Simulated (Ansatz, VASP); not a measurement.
## Na in VASP and in Ansatz

File INCAR:

```
SYSTEM = Na
ALGO     = Normal         ! electronic algorithm
EDIFF    = 1E-7           ! SCF threshold, eV
ENCUT    = 520            ! plane-wave cutoff, eV
GGA      = PE             ! functional
ISIF     = 2              ! what is computed and relaxed
ISMEAR   = -1             ! smearing method
LASPH    = .True.         ! aspherical terms in the spheres
LCHARG   = .True.         ! write CHGCAR
LELF     = .True.         ! ELF
LREAL    = .False.        ! projectors in reciprocal space
LVHAR    = .True.       
LWAVE    = .False.        ! write WAVECAR
NBANDS   = 10             ! bands
NELM     = 60             ! most SCF steps
PREC     = Accurate       ! precision mode
SIGMA    = 0.08           ! smearing width, eV
```

The input KPOINTS:

```
k-points
0
Gamma
  13 13 13
  0 0 0
```

The input POSCAR:

```
Na
1.0
   -2.0798100732      2.0798100732      2.0798100732
    2.0798100732     -2.0798100732      2.0798100732
    2.0798100732      2.0798100732     -2.0798100732
Na
1
Direct
    0.0000000000      0.0000000000      0.0000000000
```

Input for Ansatz:

```yaml
crystal:
  lattice:
    - [-2.0798100732, 2.0798100732, 2.0798100732]
    - [2.0798100732, -2.0798100732, 2.0798100732]
    - [2.0798100732, 2.0798100732, -2.0798100732]
  atoms:
    - { symbol: Na, position: [0.0, 0.0, 0.0] }
kpoints:
  mp_grid: { grid: [13, 13, 13] }
scf:
  occupations: { method: fermi_dirac, width: 0.08 }
hamiltonian:
  xc: pbe
  pseudopotentials: { kind: all_electron, lapw: { basis_error: 0.0005 } }
output:
  forces: true
  stress: true
  eigenvalues: true
```

Change from the starting cell: volume scaled by 0.975.

Alike in both runs: task single point; functional PBE; k mesh 13 × 13 × 13; occupations fermi-dirac, width 0.08 eV; no spin polarisation.

|  | VASP | Ansatz |
| --- | --- | --- |
| version | VASP 6.6.1 | Ansatz 0.2.0 |
| potentials or method | VASP PAW PBE potentials, release 64 (Na_pv), cutoff 520 eV | all-electron LAPW, scalar-relativistic |

```csv
,VASP,Ansatz,Ansatz less VASP
pressure (GPa),0.2,0.2,+0.01
```

Ansatz ran all-electron here, and VASP with PAW potentials.
